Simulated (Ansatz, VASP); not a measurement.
BO in VASP and in Ansatz

INCAR

```
SYSTEM = BO
ALGO = Normal
EDIFF = 1E-6
EDIFFG = -0.01
ENCUT = 600
GGA = PE
IBRION = 2
ISIF = 3
ISMEAR = 0
LASPH = .True.
LCHARG = .False.
LREAL = .False.
LWAVE = .False.
NELM = 100
NSW = 100
PREC = Accurate
SIGMA = 0.1
```

The input KPOINTS:

```
k-points
0
Gamma
  8 8 8
  0 0 0
```

File POSCAR:

```
BO
1.0
    4.5312566072      0.0000000000      0.0000000000
    0.0000000000      4.5312566072      0.0000000000
    0.0000000000      0.0000000000      4.5312566072
B O
4 4
Direct
    0.9599388763      0.9599388763      0.9599388763
    0.5400611237      0.0400611237      0.4599388763
    0.4599388763      0.5400611237      0.0400611237
    0.0400611237      0.4599388763      0.5400611237
    0.7953388684      0.7953388684      0.7953388684
    0.7046611316      0.2046611316      0.2953388684
    0.2953388684      0.7046611316      0.2046611316
    0.2046611316      0.2953388684      0.7046611316
```

Input for Ansatz:

```yaml
crystal:
  lattice:
    - [4.5312566072, 0.0, 0.0]
    - [0.0, 4.5312566072, 0.0]
    - [0.0, 0.0, 4.5312566072]
  atoms:
    - { symbol: B, position: [0.9599388763, 0.9599388763, 0.9599388763] }
    - { symbol: B, position: [0.5400611237, 0.0400611237, 0.4599388763] }
    - { symbol: B, position: [0.4599388763, 0.5400611237, 0.0400611237] }
    - { symbol: B, position: [0.0400611237, 0.4599388763, 0.5400611237] }
    - { symbol: O, position: [0.7953388684, 0.7953388684, 0.7953388684] }
    - { symbol: O, position: [0.7046611316, 0.2046611316, 0.2953388684] }
    - { symbol: O, position: [0.2953388684, 0.7046611316, 0.2046611316] }
    - { symbol: O, position: [0.2046611316, 0.2953388684, 0.7046611316] }
basis:
  ecutwfc: 420
kpoints:
  mp_grid: { grid: [8, 8, 8] }
hamiltonian:
  xc: pbe
scf:
  occupations: { method: gaussian, width: 0.1 }
output:
  forces: true
  stress: true
  eigenvalues: true
relax:
  adjacent_minimum: "off"
  f_tol: 0.01
  max_steps: 80
  cell: { stress_tol: 0.05 }
```

Alike in both runs: task relaxation of cell and atoms; functional PBE; k mesh 8 × 8 × 8; occupations gaussian, width 0.1 eV; no spin polarisation.

|  | VASP | Ansatz |
| --- | --- | --- |
| version | VASP 6.6.1 | Ansatz 0.2.0 |
| potentials or method | VASP PAW PBE potentials, release 64 (B, O), cutoff 600 eV | scalar-relativistic, plane waves, PAW |
| valence electrons in the cell | 36 | 36 |

|  | VASP | Ansatz | Ansatz less VASP |
| --- | --- | --- | --- |
| gap on the k mesh at the Fermi level, each at its own relaxed structure (eV) | none | none | - |
| relaxed volume (Å³/atom) | 11.64 | 11.86 | +0.220 |
| relaxed length of the cell vector where the two differ most in proportion (Å) | 4.532 | 4.561 | +0.0284 |

A gap of «none» marks a metal or a gap that the smearing closes.
